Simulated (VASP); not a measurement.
A run of VASP 6.6.1:

INCAR

```
PREC = Accurate
ENCUT = 600
EDIFF = 1E-7
ISMEAR = 0
SIGMA = 0.01
LREAL = False
LASPH = True
NELM = 120
ALGO = Normal
ISIF = 3
LWAVE = False
LCHARG = False
GGA = CA
IBRION = 2
NSW = 80
EDIFFG = -0.001
PSTRESS = 10.0
GGA_COMPAT = False
NELMIN = 4
```

The input KPOINTS:

```
Automatic mesh
0
Gamma
  10 10 10
```

File POSCAR:

```
AlN
1.0
    0.0000000000      2.1711406870      2.1711406870
    2.1711406870      0.0000000000      2.1711406870
    2.1711406870      2.1711406870      0.0000000000
Al N
1 1
Direct
    0.0000000000      0.0000000000      0.0000000000
    0.7500000000      0.7500000000      0.7500000000
```

Potentials or basis: VASP PAW LDA potentials, release 64 (Al, N).

Run with:

```sh
$ cat potpaw_LDA.64/Al/POTCAR potpaw_LDA.64/N/POTCAR > POTCAR
$ mpirun -np 1 vasp_std > vasp.out
```

Hardware: 1 thread of AMD EPYC 9R45 (Zen 5), with other jobs on the host.

Problem. Estimate the wall time of this run.

Solution. Run time: 17 s on 1 thread of AMD EPYC 9R45 (Zen 5), with other jobs on the host, peak memory 0.11 GiB. Counts: scf iterations 24, k points 47, ion steps 3.
